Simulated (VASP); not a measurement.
Set up this calculation in VASP 6.6.1, as the native input.

```yaml
Task: single point
Functional: PBEsol
Potentials_or_basis: VASP PAW PBE potentials, release 64 (V_sv)
Cutoff: 520 eV
k_mesh: 12 × 12 × 6
Occupations: fermi-dirac, width 0.05 eV
Spin: collinear spin, ferromagnetic start
Starting_moments: "[2.0, 2.0] μB"
Dipole_correction: no
Further_INCAR_settings: ALGO = Fast; EDIFF = 1e-06; NBANDS = 24
```

The structure of V lies in POSCAR:

```
V
1.0
    2.6042941027      0.0000000000      0.0000000000
   -1.3021470513      2.2553848518      0.0000000000
    0.0000000000      0.0000000000      4.7233360000
V
2
Direct
    0.3333333333      0.6666666667      0.2500000000
    0.6666666667      0.3333333333      0.7500000000
```

One way to write it, as run:

INCAR

```
PREC = Accurate ; ENCUT = 520
EDIFF = 1E-6 ; ISMEAR = -1
SIGMA = 0.05 ; LREAL = F
LASPH = T ; NELM = 150
ALGO = Fast ; ISIF = 2
LWAVE = F ; LCHARG = F
ISPIN = 2 ; MAGMOM = 2 2
LORBIT = 11 ; LMAXMIX = 4
GGA = PS ; NBANDS = 24
```

KPOINTS

```
regular mesh
0
Gamma
  12 12 6
```

Potentials or basis: VASP PAW PBE potentials, release 64 (V_sv).

Launch:

```console
$ cat potpaw_PBE.64/V_sv/POTCAR > POTCAR
$ mpirun -np 1 vasp_std > vasp.out
```

It gave:

The pressure is -7.0 GPa and the band gap on the k mesh is zero (filled and empty bands overlap). The net moment is 0.00 μB per cell and the valence electrons inside the program's atomic spheres are V 11.63.

Caveat: the PAW data sets were made with another functional, which shifts forces and pressure a little.

It took 84 s on 1 thread of AMD EPYC 7R43 64-Core Processor (Zen 3), on a shared host, peak memory 0.16 GiB.
